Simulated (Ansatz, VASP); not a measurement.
# Two plane-wave programs on BeS

```
Be S
1.0
     0.00000    2.43515    2.43515
     2.43515    0.00000    2.43515
     2.43515    2.43515    0.00000
Be S
1 1
Direct
  0.00000 0.00000 0.00000
  0.75000 0.75000 0.75000
```

Alike in both runs: task single point; functional PBE; k mesh 6 × 6 × 6; occupations gaussian, width 0.1 eV; no spin polarisation.

|  | VASP | Ansatz |
| --- | --- | --- |
| version | VASP 6.6.1 | Ansatz 0.2.0 |
| potentials or method | VASP PAW PBE potentials, release 64 (Be, S), cutoff 600 eV | scalar-relativistic, plane waves, PAW |
| valence electrons in the cell | 8 | 8 |

VASP gave:

* gap on the k mesh at the Fermi level (eV): 3.14
* least direct gap on the mesh (eV): 5.67
* pressure (GPa): 0.4

Q: What did Ansatz give for the same quantities?

A: gap on the k mesh at the Fermi level (eV): 3.14; least direct gap on the mesh (eV): 5.66; pressure (GPa): 0.4.
